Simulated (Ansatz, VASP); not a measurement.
**Cd in VASP and in Ansatz**

Contents of INCAR:

```
SYSTEM = Cd
PREC = Accurate
ENCUT = 520
EDIFF = 1E-6
ISMEAR = -1
SIGMA = 0.1
LREAL = .FALSE.
LASPH = .TRUE.
NELM = 60
ALGO = Normal
ISIF = 2
LWAVE = .FALSE.
LCHARG = .TRUE.
LELF = .TRUE.
LVHAR = .TRUE.
NBANDS = 12
```

The input KPOINTS:

```
Automatic mesh
0
G
  12 12 12
  0 0 0
```

File POSCAR:

```
Cd
1.0
    2.8138379794      0.0000000000      0.0000000000
    0.0000000000      2.8138379794      0.0000000000
    0.0000000000      0.0000000000      2.8138379794
Cd
1
Direct
    0.0000000000      0.0000000000      0.0000000000
```

Input for Ansatz:

```yaml
crystal:
  lattice:
    - [2.8138379794, 0.0, 0.0]
    - [0.0, 2.8138379794, 0.0]
    - [0.0, 0.0, 2.8138379794]
  atoms:
    - { symbol: Cd, position: [0.0, 0.0, 0.0] }
hamiltonian:
  xc: lda
  pseudopotentials:
    kind: paw
    azcp:
      Cd: "pseudopotentials/Cd.paw.azcp"
basis:
  ecutwfc: 420
  fft_grid_basis: typed
kpoints:
  mp_grid: { grid: [12, 12, 12], shift: [0, 0, 0] }
magnetization:
  spin_polarized: false
scf:
  occupations: { method: fermi_dirac, width: 0.1 }
  lower_state_search: "off"
output:
  stress: true
```

Alike in both runs: task single point; functional LDA; k mesh 12 × 12 × 12; occupations fermi-dirac, width 0.1 eV; no spin polarisation.

|  | VASP | Ansatz |
| --- | --- | --- |
| version | VASP 6.6.1 | Ansatz 0.2.0 |
| potentials or method | VASP PAW LDA potentials, release 64 (Cd), cutoff 520 eV | plane waves (420 eV) with PAW, scalar-relativistic |
| valence electrons in the cell | 12 | 20 |

```csv
,VASP,Ansatz,Ansatz less VASP
pressure (GPa),3.1,2.5,-0.67
```

Ansatz warns that its potentials were made for another functional, while VASP's fit it. LDA's correlation is that of Perdew and Zunger in VASP and of Perdew and Wang (1992) in Ansatz. VASP's potentials hold 12 valence electrons a cell and Ansatz's 20, so a difference there can come from the potentials and not from the codes.
